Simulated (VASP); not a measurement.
# Cu (Cmcm) in VASP: single point with PBEsol

Aim: the single point of Cu with PBEsol.

All numbers are computed with VASP 6.6.1; they aren't measurements. Logs are shortened: lines on timing, memory, paths and dates and some standing lists are left out, and cuts for length are marked.

### 1 The cell of the first run

Symmetry: Cmcm, No. 63, orthorhombic system. The conventional cell has a = 2.437 Å, b = 7.953 Å, c = 2.475 Å, α = 90.00°, β = 90.00°, γ = 90.00°. Cu (site symmetry m2m) has 10 Cu at 2.44 to 2.54 Å within 3.2 Å.

### 2 Single point, PBEsol

Contents of INCAR:

```
PREC = Accurate ; ENCUT = 520
EDIFF = 1E-6 ; ISMEAR = 1
SIGMA = 0.05 ; LREAL = False
LASPH = True ; NELM = 80
ALGO = Normal ; ISIF = 2
LWAVE = False ; LCHARG = False
GGA = PS ; NBANDS = 18
```

Contents of KPOINTS:

```
Automatic mesh
0
Gamma
  14 14 13
```

Contents of POSCAR:

```
Cu
1.0
    1.2184640000     -3.9763780000      0.0000000000
    1.2184640000      3.9763780000      0.0000000000
    0.0000000000      0.0000000000      2.4754960000
Cu
2
Direct
    0.1338670000      0.8661330000      0.2500000000
    0.8661330000      0.1338670000      0.7500000000
```

Potentials or basis: VASP PAW PBE potentials, release 64 (Cu).

Command:

```sh
$ cat potpaw_PBE.64/Cu/POTCAR > POTCAR
$ mpirun -np 1 vasp_std > vasp.out
```

OUTCAR:

```text
PREC = Accurate
   ENCUT = 520
   EDIFF = 1E-6
   ISMEAR = 1
   LREAL = False
   LASPH = True
   NELM = 80
   ISIF = 2
   GGA = PS

 ion  position               nearest neighbor table
   1  0.134  0.866  0.250-   2 2.46   2 2.46   2 2.54   2 2.54   2 2.54   2 2.54
   2  0.866  0.134  0.750-   1 2.46   1 2.46   1 2.54   1 2.54   1 2.54   1 2.54

  LATTYP: Found a base centered orthorhombic cell.
 ALAT       =     2.4369280000
 B/A-ratio  =     3.2634349476
 C/A-ratio  =     1.0158264832

  Lattice vectors:

 A1 = (   1.2184640000,  -3.9763780000,   0.0000000000)
 A2 = (   1.2184640000,   3.9763780000,   0.0000000000)
 A3 = (   0.0000000000,   0.0000000000,   2.4754960000)

Analysis of symmetry for initial positions (statically):
=====================================================================
 Subroutine PRICEL returns:
 Original cell was already a primitive cell.

 Routine SETGRP: Setting up the symmetry group for a
 base centered orthorhombic supercell.

 Subroutine GETGRP returns: Found  8 space group operations
 (whereof  4 operations were pure point group operations)
 out of a pool of  8 trial point group operations.

The static configuration has the point symmetry C_2h.
 The point group associated with its full space group is D_2h.

Analysis of symmetry for dynamics (positions and initial velocities):
=====================================================================
 Subroutine PRICEL returns:
 Original cell was already a primitive cell.

 Routine SETGRP: Setting up the symmetry group for a
 base centered orthorhombic supercell.

 Subroutine GETGRP returns: Found  8 space group operations
 (whereof  4 operations were pure point group operations)
 out of a pool of  8 trial point group operations.

The dynamic configuration has the point symmetry C_2h.
 The point group associated with its full space group is D_2h.

 Subroutine INISYM returns: Found  8 space group operations
 (whereof  4 operations are pure point group operations),
 and found     1 'primitive' translations

----------------------------------------------------------------------------------------

                                     Primitive cell

  volume of cell :      23.9879

  direct lattice vectors                    reciprocal lattice vectors
     1.218464000 -3.976378000  0.000000000     0.410352706 -0.125742573  0.000000000
     1.218464000  3.976378000  0.000000000     0.410352706  0.125742573  0.000000000
     0.000000000  0.000000000  2.475496000     0.000000000  0.000000000  0.403959449

  length of vectors
     4.158874429  4.158874429  2.475496000     0.429185902  0.429185902  0.403959449

  position of ions in fractional coordinates (direct lattice)
     0.133867000  0.866133000  0.250000000
     0.866133000  0.133867000  0.750000000

  ion indices of the primitive-cell ions
   primitive index   ion index
                 1           1
                 2           2

----------------------------------------------------------------------------------------

 KPOINTS: Automatic mesh

Automatic generation of k-mesh.
 Grid dimensions read from file:
 generate k-points for:   14   14   13

 Generating k-lattice:

  Cartesian coordinates                     Fractional coordinates (reciprocal lattice)
     0.029310908 -0.008981612  0.000000000     0.071428571  0.000000000  0.000000000
     0.029310908  0.008981612  0.000000000     0.000000000  0.071428571  0.000000000
     0.000000000  0.000000000  0.031073804     0.000000000  0.000000000  0.076923077

  Length of vectors
     0.030656136  0.030656136  0.031073804

  Shift w.r.t. Gamma in fractional coordinates (k-lattice)
     0.000000000  0.000000000  0.000000000

 Subroutine IBZKPT returns following result:
 ===========================================

 Found    399 irreducible k-points:

 Following reciprocal coordinates:
            Coordinates               Weight
  0.000000  0.000000  0.000000      1.000000
  0.071429  0.000000  0.000000      4.000000
  0.142857  0.000000  0.000000      4.000000
  0.214286 -0.000000  0.000000      4.000000
  0.285714 -0.000000  0.000000      4.000000
  0.357143  0.000000  0.000000      4.000000
[... 16 lines left out ...]
  0.214286  0.142857  0.000000      4.000000
  0.285714  0.142857  0.000000      4.000000
 [... further k-points ...]
   k-points           NKPTS =    399   k-points in BZ     NKDIM =    399   number of bands    NBANDS=     18
   number of dos      NEDOS =    301   number of ions     NIONS =      2
   total plane-waves  NPLWV =  18432
   dimension x,y,z NGX =    32 NGY =   32 NGZ =   18
   dimension x,y,z NGXF=    64 NGYF=   64 NGZF=   36
   ions per type =               2
   NGX,Y,Z   is equivalent  to a cutoff of  12.79, 12.79, 12.09 a.u.
   NGXF,Y,Z  is equivalent  to a cutoff of  25.58, 25.58, 24.18 a.u.
 SYSTEM =  unknown system
   PREC   = accura    normal or accurate (medium, high low for compatibility)
   ISTART =      0    job   : 0-new  1-cont  2-samecut
   ICHARG =      2    charge: 1-file 2-atom 10-const
   ISPIN  =      1    spin polarized calculation?
   LNONCOLLINEAR =      F non collinear calculations
   LSORBIT =      F    spin-orbit coupling
   LASPH  =      T    aspherical Exc in radial PAW
   ENCUT  =  520.0 eV  38.22 Ry    6.18 a.u.   7.73  7.73  4.60*2*pi/ulx,y,z
   NELM   =     80;   NELMIN=  2; NELMDL= -5     # of ELM steps
   EDIFF  = 0.1E-05   stopping-criterion for ELM
   LREAL  =      F    real-space projection
   EDIFFG = 0.1E-04   stopping-criterion for IOM
   NSW    =      0    number of steps for IOM
   IBRION =     -1    ionic relax: 0-MD 1-quasi-New 2-CG
   NFREE  =      0    steps in history (QN), initial steepest desc. (CG)
   ISIF   =      2    stress and relaxation
   ISYM   =      2    0-nonsym 1-usesym 2-fastsym
   POTIM  = 0.5000    time-step for ionic-motion
   TEBEG  =    0.0;   TEEND  =   0.0 temperature during run
   PSTRESS=    0.0 pullay stress
   NELECT =      22.0000    total number of electrons
   NUPDOWN=      -1.0000    fix difference up-down
   EMIN   =  10.00;   EMAX   =-10.00  energy-range for DOS
   EFERMI =   0.00;   METHOD = LEGACY
   ISMEAR =     1;   SIGMA  =   0.05  broadening in eV -4-tet -1-fermi 0-gaus
   EFERMI_NEDOS =   21; number of points for ismear=-14 and -15
   IALGO  =     38    algorithm
   IMIX   =      4    mixing-type and parameters
     AMIX     =   0.40;   BMIX     =  1.00
     AMIX_MAG =   1.60;   BMIX_MAG =  1.00
  volume/ion in A,a.u.               =      11.99        80.94
  Fermi-wavevector in a.u.,A,eV,Ry     =   1.590565  3.005733 34.421356  2.529898
  Thomas-Fermi vector in A             =   2.689241
   LORBIT       =      0    0 simple, 1 ext, 2 COOP (PROOUT), +10 PAW based schemes
   GGA     = PS    functional components
   LHFCALC =     F    Hartree Fock is set to
   AEXX    =    0.0000 exact exchange contribution
   IVDW    =     0    specifies the selected vdW correction
   LEPSILON=     F    determine dielectric tensor
   LRPA    =     F    only Hartree local field effects (RPA)
 non-spin polarized calculation
 Methfessel and Paxton  Order N= 1 SIGMA  =   0.05
  energy-cutoff  :      520.00
  volume of cell :       23.99
 maximum number of plane-waves:       672
   NGX = 15   NGY = 15   NGZ =  9

 number of electron      21.9999988 magnetization

 Free energy of the ion-electron system (eV)
  ---------------------------------------------------
  ext. energy  EPLUGINS =         0.00000000
  ---------------------------------------------------
  free energy    TOTEN  =        -8.30340268 eV

  energy without entropy =       -8.30330050  energy(sigma->0) =       -8.30336862

 E-fermi :   7.1807     XC(G=0): -12.7833

 val. band max:        7.1797067656   @ k =  -0.4286   0.1429   0.0000
 cond. band min:       7.1875264071   @ k =   0.5000   0.2143   0.1538
 fundamental gap:      0.0078196416
 Fermi energy:         7.1806857971

 k-point     1 :       0.0000    0.0000    0.0000
  band No.  band energies     occupation
      1      -2.0679      2.00000
      2       2.2428      2.00000
      3       3.0022      2.00000
      4       3.4829      2.00000
      5       4.1953      2.00000
      6       4.4598      2.00000
[... 10 lines left out ...]
     17      26.7723      0.00000
     18      28.7490      0.00000

 k-point     2 :       0.0714    0.0000    0.0000
  band No.  band energies     occupation
      1      -1.9205      2.00000
      2       2.2990      2.00000
      3       3.0575      2.00000
      4       3.5338      2.00000
      5       4.2122      2.00000
      6       4.4541      2.00000
[... 10 lines left out ...]
     17      27.3093      0.00000
     18      30.4502      0.00000

 k-point     3 :       0.1429    0.0000    0.0000
  band No.  band energies     occupation
      1      -1.4855      2.00000
      2       2.4468      2.00000
      3       3.2120      2.00000
      4       3.6767      2.00000
      5       4.2587      2.00000
      6       4.3498      2.00000
[... 10 lines left out ...]
     17      27.5855      0.00000
     18      30.8625      0.00000

 k-point     4 :       0.2143   -0.0000    0.0000
  band No.  band energies     occupation
      1      -0.7885      2.00000
      2       2.6317      2.00000
      3       3.4161      2.00000
      4       3.7335      2.00000
      5       4.1043      2.00000
      6       4.3226      2.00000
[... 375 lines left out ...]
      4       3.6517      2.00000
      5       4.2515      2.00000
      6       4.3362      2.00000
[... 10 lines left out ...]
     17      28.1348      0.00000
     18      32.1935      0.00000

 k-point    23 :       0.2143    0.1429    0.0000
  band No.  band energies     occupation
      1       0.8820      2.00000
      2       2.9508      2.00000
      3       3.2135      2.00000
      4       3.6736      2.00000
      5       4.2869      2.00000
      6       4.3604      2.00000
[... 10 lines left out ...]
     17      28.5444      0.00000
     18      30.2842      0.00000

 k-point    24 :       0.2857    0.1429    0.0000
  band No.  band energies     occupation
      1       1.7082      2.00000
      2       2.8770      2.00000
      3       3.2336      2.00000
      4       3.7108      2.00000
      5       4.2372      2.00000
      6       4.3654      2.00000
[... 10 lines left out ...]
     17      27.7571      0.00000
     18      29.0857      0.00000

 [... further k-points ...]
[... 5 lines left out ...]
  --------------------------------------------------------------------------------------
  -------------------------------------------------------------------------------------
  Total       -0.1257524     -0.1742967     -0.0589274      0.0000000      0.0000000      0.0000000
  in kB       -8.3991292    -11.6414496     -3.9358225      0.0000000      0.0000000      0.0000000
  external PRESSURE =      -7.9921338 kB  Pullay stress =       0.0000000 kB

 VOLUME and BASIS-vectors are now :
 -----------------------------------------------------------------------------
  energy-cutoff  :      520.00
  volume of cell :       23.99
      direct lattice vectors                 reciprocal lattice vectors
     1.218464000 -3.976378000  0.000000000     0.410352706 -0.125742573  0.000000000
     1.218464000  3.976378000  0.000000000     0.410352706  0.125742573  0.000000000
     0.000000000  0.000000000  2.475496000     0.000000000  0.000000000  0.403959449

 POSITION                                       TOTAL-FORCE (eV/Angst)
 -----------------------------------------------------------------------------------
      1.21846      2.91177      0.61887         0.000000     -0.006069      0.000000
      1.21846     -2.91177      1.85662         0.000000      0.006069     -0.000000
 -----------------------------------------------------------------------------------
    total drift:                                0.000000     -0.000000      0.000000

  FREE ENERGIE OF THE ION-ELECTRON SYSTEM (eV)
  ---------------------------------------------------
  free  energy   TOTEN  =        -8.3034026808 eV

  energy  without entropy=       -8.3033004977  energy(sigma->0) =       -8.30336862
```

It took 90 s on 1 thread of Intel Xeon Platinum 8375C at 2.90GHz (Ice Lake), shared host; peak memory 0.26 GiB.

What came out:

```
Free energy            : -8.3034 eV
Pressure               : -0.8 GPa
Largest force          : 0.006 eV/Å
Band gap on the k mesh : zero (band 11 reaches 10.84 eV, above the bottom of band 12 at 5.58 eV)
```

Forces in eV/Å, atoms in the order of the input:
```
Cu   0.000 -0.006  0.000
Cu   0.000  0.006  0.000
```

Caveat: the PAW data sets were made with another functional, which shifts forces and pressure a little.
